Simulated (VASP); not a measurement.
# Sn (P1) in VASP: single point with PBE

Aim: the single point of Sn with PBE.

Everything below comes from runs of VASP 6.6.1. Logs are shortened: lines on timing, memory, paths and dates and some standing lists are left out, and cuts for length are marked.

## 1. The cell of the first run

The typed cell holds 4 atoms: a = 3.284 Å, b = 6.153 Å, c = 5.631 Å, α = 90.08°, β = 89.99°, γ = 90.01°.

This isn't the form of Sn at room conditions, which is tetragonal (white tin).

## 2. Single point, PBE

INCAR

```
SYSTEM = Sn
PREC     = Accurate       ! precision mode
ENCUT    = 520            ! plane-wave cutoff, eV
EDIFF    = 1E-7           ! SCF threshold, eV
ISMEAR   = 0              ! smearing method
SIGMA    = 0.15           ! smearing width, eV
LREAL    = .False.        ! projectors in reciprocal space
LASPH    = .True.         ! aspherical terms in the spheres
NELM     = 60             ! most SCF steps
ALGO     = Fast           ! electronic algorithm
ISIF     = 2              ! what is computed and relaxed
LWAVE    = .False.        ! write WAVECAR
LCHARG   = .False.        ! write CHGCAR
GGA      = PE             ! functional
NBANDS   = 36             ! bands
```

KPOINTS

```
Automatic mesh
0
Gamma
  10 6 6
  0 0 0
```

POSCAR

```
Sn
1.0
    0.0010218807      0.0004144881     -3.2840737078
   -0.0028228455     -6.1529427496      0.0001337043
   -5.6309660308      0.0100471325     -0.0026371602
Sn
4
Direct
    0.3756622112      0.0000816422      0.5002476069
    0.8751298359      0.5000661071     -0.0002341806
    0.3743913241      0.4999696675      0.5002482871
   -0.1251833712     -0.0001174168     -0.0002617135
```

Potentials or basis: VASP PAW PBE potentials, release 64 (Sn_d).

Launch:

```
$ cat potpaw_PBE.64/Sn_d/POTCAR > POTCAR
$ mpirun -np 1 vasp_std > vasp.out
```

OUTCAR:

```text
SYSTEM = Sn
   PREC = Accurate
   ENCUT = 520
   EDIFF = 1E-7
   ISMEAR = 0
   LREAL = .False.
   LASPH = .True.
   NELM = 60
   ISIF = 2
   GGA = PE

 ion  position               nearest neighbor table
   1  0.376  0.000  0.500-   3 3.08   3 3.08   4 3.26   4 3.26   4 3.26   4 3.26
   2  0.875  0.500  1.000-   4 3.08   4 3.08   3 3.26   3 3.26   3 3.26   3 3.26
   3  0.374  0.500  0.500-   1 3.08   1 3.08   2 3.26   2 3.26   2 3.26   2 3.26
   4  0.875  1.000  1.000-   2 3.08   2 3.08   1 3.26   1 3.26   1 3.26   1 3.26

  LATTYP: Found a triclinic cell.
 ALAT       =     6.5191141199
 B/A-ratio  =     0.5037607614
 C/A-ratio  =     0.9438312147
 COS(alpha) =     0.0001480844
 COS(beta)  =     0.0012195117
 COS(gamma) =     0.5038967128

  Lattice vectors:

 A1 = (   5.6299441501,  -0.0104616206,   3.2867108680)
 A2 = (  -0.0010218807,  -0.0004144881,   3.2840737078)
 A3 = (  -0.0028228455,  -6.1529427496,   0.0001337043)

Analysis of symmetry for initial positions (statically):
=====================================================================
 Subroutine PRICEL returns:
 Original cell was already a primitive cell.

 Routine SETGRP: Setting up the symmetry group for a
 triclinic supercell.

 Subroutine GETGRP returns: Found  1 space group operations
 (whereof  1 operations were pure point group operations)
 out of a pool of  2 trial point group operations.

The static configuration has the point symmetry C_1 .

Analysis of symmetry for dynamics (positions and initial velocities):
=====================================================================
 Subroutine PRICEL returns:
 Original cell was already a primitive cell.

 Routine SETGRP: Setting up the symmetry group for a
 triclinic supercell.

 Subroutine GETGRP returns: Found  1 space group operations
 (whereof  1 operations were pure point group operations)
 out of a pool of  2 trial point group operations.

The dynamic configuration has the point symmetry C_1 .

 Subroutine INISYM returns: Found  1 space group operations
 (whereof  1 operations are pure point group operations),
 and found     1 'primitive' translations

----------------------------------------------------------------------------------------

                                     Primitive cell

  volume of cell :     113.7834

  direct lattice vectors                    reciprocal lattice vectors
     0.001021881  0.000414488 -3.284073708     0.000142595 -0.000006682 -0.304499821
    -0.002822846 -6.152942750  0.000133704    -0.000289976 -0.162523726 -0.000020603
[... 92 lines left out ...]
   NSW    =      0    number of steps for IOM
   IBRION =     -1    ionic relax: 0-MD 1-quasi-New 2-CG
   NFREE  =      0    steps in history (QN), initial steepest desc. (CG)
   ISIF   =      2    stress and relaxation
   ISYM   =      2    0-nonsym 1-usesym 2-fastsym
   POTIM  = 0.5000    time-step for ionic-motion
   TEBEG  =    0.0;   TEEND  =   0.0 temperature during run
   PSTRESS=    0.0 pullay stress
   NELECT =      56.0000    total number of electrons
   NUPDOWN=      -1.0000    fix difference up-down
   EMIN   =  10.00;   EMAX   =-10.00  energy-range for DOS
   EFERMI =   0.00;   METHOD = LEGACY
   ISMEAR =     0;   SIGMA  =   0.15  broadening in eV -4-tet -1-fermi 0-gaus
   EFERMI_NEDOS =   21; number of points for ismear=-14 and -15
   IALGO  =     68    algorithm
   IMIX   =      4    mixing-type and parameters
     AMIX     =   0.40;   BMIX     =  1.00
     AMIX_MAG =   1.60;   BMIX_MAG =  1.00
  volume/ion in A,a.u.               =      28.45       191.96
  Fermi-wavevector in a.u.,A,eV,Ry     =   1.292541  2.442549 22.730755  1.670663
  Thomas-Fermi vector in A             =   2.424243
   LORBIT       =      0    0 simple, 1 ext, 2 COOP (PROOUT), +10 PAW based schemes
   GGA     = PE    functional components
   LHFCALC =     F    Hartree Fock is set to
   AEXX    =    0.0000 exact exchange contribution
   IVDW    =     0    specifies the selected vdW correction
   LEPSILON=     F    determine dielectric tensor
   LRPA    =     F    only Hartree local field effects (RPA)
 non-spin polarized calculation
 RMM-DIIS sequential band-by-band and
 Gauss-broadening in eV      SIGMA  =   0.15
  energy-cutoff  :      520.00
  volume of cell :      113.78
 maximum number of plane-waves:      3098
   NGX = 13   NGY = 23   NGZ = 21

 number of electron      56.0000010 magnetization

 Free energy of the ion-electron system (eV)
  ---------------------------------------------------
  ext. energy  EPLUGINS =         0.00000000
  ---------------------------------------------------
  free energy    TOTEN  =       -15.25702009 eV

  energy without entropy =      -15.23866938  energy(sigma->0) =      -15.24784473

 E-fermi :   7.4204     XC(G=0): -10.0885

 val. band max:        7.4190197513   @ k =   0.0000   0.5000   0.3333
 cond. band min:       7.4210329179   @ k =  -0.4000   0.1667   0.0000
 fundamental gap:      0.0020131666
 Fermi energy:         7.4203793937

 k-point     1 :       0.0000    0.0000    0.0000
  band No.  band energies     occupation
      1     -14.1868      2.00000
      2     -14.1511      2.00000
      3     -14.0769      2.00000
      4     -14.0534      2.00000
      5     -14.0452      2.00000
      6     -14.0341      2.00000
[... 925 lines left out ...]
     35      11.7969      0.00000
     36      13.3389      0.00000

 [... further k-points ...]

------------------------ aborting loop because EDIFF is reached ----------------------------------------

  FORCE on cell =-STRESS in cart. coord.  units (eV):
  Direction    XX          YY          ZZ          XY          YZ          ZX
  --------------------------------------------------------------------------------------
  -------------------------------------------------------------------------------------
  Total       -0.0224379      0.0109450     -0.0273721      0.0257322      0.0022035     -0.0040383
  in kB       -0.3159470      0.1541157     -0.3854254      0.3623332      0.0310280     -0.0568637
  external PRESSURE =      -0.1824189 kB  Pullay stress =       0.0000000 kB

 VOLUME and BASIS-vectors are now :
 -----------------------------------------------------------------------------
  energy-cutoff  :      520.00
  volume of cell :      113.78
      direct lattice vectors                 reciprocal lattice vectors
     0.001021881  0.000414488 -3.284073708     0.000142595 -0.000006682 -0.304499821
    -0.002822846 -6.152942750  0.000133704    -0.000289976 -0.162523726 -0.000020603
    -5.630966031  0.010047133 -0.002637160    -0.177589250  0.000081473 -0.000055249

 POSITION                                       TOTAL-FORCE (eV/Angst)
 -----------------------------------------------------------------------------------
     -2.81649      0.00468     -1.23502         0.008171      0.002115      0.000527
     -5.63016     -3.06647     -2.87656        -0.007881      0.003787      0.000010
     -2.81791     -3.07110     -1.23078         0.007899     -0.002081     -0.000356
     -5.63142     -6.14181     -2.87547        -0.008189     -0.003820     -0.000180
 -----------------------------------------------------------------------------------
    total drift:                                0.000002      0.000000      0.000002

  FREE ENERGIE OF THE ION-ELECTRON SYSTEM (eV)
  ---------------------------------------------------
  free  energy   TOTEN  =       -15.2570200888 eV

  energy  without entropy=      -15.2386693794  energy(sigma->0) =      -15.24784473
```

Run time: 11 min. Hardware: 1 thread of Intel Xeon Platinum 8488C (Sapphire Rapids), shared host; peak memory 0.59 GiB.

What came out:

| Property | Result |
| --- | --- |
| Free energy | -15.2570 eV |
| Pressure | 0.0 GPa |
| Largest force | 0.009 eV/Å |
| Band gap on the k mesh | zero (bands 28 and 29 overlap by 2.89 eV) |

Forces in eV/Å, atoms in the order of the input:
```
Sn   0.008  0.002  0.001
Sn  -0.008  0.004  0.000
Sn   0.008 -0.002  0.000
Sn  -0.008 -0.004  0.000
```

Caveat: spin-orbit coupling is left out, which moves the levels of the heavy elements.
